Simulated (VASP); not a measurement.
Crystal: Hg.

```xyz
2
Lattice="3.2100 0.0000 0.0000 -1.6050 2.7799 0.0000 0.0000 0.0000 5.2419" Properties=species:S:1:pos:R:3 pbc="T T T"
Hg    0.0000    1.8533    1.3105
Hg    1.6050    0.9266    3.9314
```

| Item | Value |
| --- | --- |
| Program | VASP 6.6.1 |
| Task | relaxation of cell and atoms |
| Functional | LDA |
| Potentials or basis | VASP PAW LDA potentials, release 64 (Hg_sv_GW) |
| Cutoff | 550 eV |
| k mesh | 7 × 7 × 4 |
| Occupations | fermi-dirac, width 0.1 eV |
| Spin | no spin polarisation |

At the start: pressure -2.6 GPa; volume 23.39 Å³/atom.

Question: How do energy, volume and symmetry change on relaxing?

Answer: Over 7 steps the energy falls by 19.5 meV/atom and the volume is 21.97 Å³/atom (-6.1 %); space group P6_3/mmc (No. 194, to 0.1 Å) before and after.

The path:
| step | energy change (eV) | largest force (eV/Å) | pressure (GPa) | volume (Å³) |
| --- | --- | --- | --- | --- |
| 1 | 0.0000 | 0.0000 | -2.61 | 46.78 |
| 2 | -0.0272 | 0.0000 | -0.54 | 44.24 |
| 3 | -0.0281 | 0.0000 | 0.03 | 43.74 |
| 4 | -0.0284 | 0.0000 | 0.01 | 43.76 |
| 5 | -0.0294 | 0.0000 | 0.03 | 43.79 |
| 6 | -0.0320 | 0.0000 | 0.08 | 43.86 |
| 7 | -0.0389 | 0.0000 | -0.08 | 43.95 |

Final structure:
```yaml
crystal:
  lattice:
    - [3.05723, 0.00000, 0.00000]
    - [-1.52862, 2.64764, 0.00000]
    - [0.00000, 0.00000, 5.42913]
  atoms:
    - { symbol: Hg, position: [0.33333, 0.66667, 0.25000] }
    - { symbol: Hg, position: [0.66667, 0.33333, 0.75000] }
```
